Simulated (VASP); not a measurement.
Runs of VASP 6.6.1 on TiO2. The structure is that of space group P4_2/mnm (No. 136), or close to it. The cells are those of the table. 

```tsv
level	cell	gap on the mesh (eV)	pressure (GPa)	largest force (eV/Å)
r2SCAN	a = 5.464 Å, angles 114.6, 107.0, 107.0°, 12 atoms	(a)	(b)	0.03
PBE	a = 5.464 Å, angles 114.6, 107.0, 107.0°, 12 atoms	1.86	5.9	0.07
PBE	a = 5.509 Å, angles 114.9, 106.8, 106.8°, 12 atoms	1.83	0.7	0.03
PBEsol	a = 5.451 Å, angles 114.8, 106.9, 106.9°, 12 atoms	1.84	0.7	0.03
```

Alike in all rows: task single point; potentials or basis VASP PAW PBE potentials, release 64 (Ti_sv, O); no spin polarisation; k mesh 6 × 6 × 6; cutoff (eV) 520; smearing fermi-dirac 0.02 eV.

Q: Estimate the missing entries.

A: (a) 2.23; (b) 1.3.

Caveats: the PAW data sets were made with another functional, which shifts forces and pressure a little (at least some runs); the cell stands under pressure (at least some runs).

A k mesh can miss the band edges.
